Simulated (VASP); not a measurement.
A run of VASP 6.6.1 is set up as follows.

Contents of INCAR:

```
ALGO = Normal ; EDIFF = 1E-6
ENCUT = 520 ; ISIF = 2
ISMEAR = 0 ; LASPH = T
LCHARG = F ; LREAL = F
LWAVE = F ; NBANDS = 16
NELM = 60 ; PREC = Accurate
SIGMA = 0.1
```

Contents of KPOINTS:

```
k-points
0
Gamma
  6 6 6
```

The input POSCAR:

```
ZnS
1.0
    0.0000000000      2.6936828800      2.6936828800
    2.6936828800      0.0000000000      2.6936828800
    2.6936828800      2.6936828800      0.0000000000
Zn S
1 1
Direct
    0.0000000000      0.0000000000      0.0000000000
    0.7500000000      0.7500000000      0.7500000000
```

Potentials or basis: VASP PAW LDA potentials, release 64 (Zn, S).

Command:

```sh
$ cat potpaw_LDA.64/Zn/POTCAR potpaw_LDA.64/S/POTCAR > POTCAR
$ mpirun -np 1 vasp_std > vasp.out
```

(1) What does it give for the band gap on the k mesh?

(2) Predict the pressure.

Results:

(1) 1.93 eV, direct.

(2) -3.7 GPa.
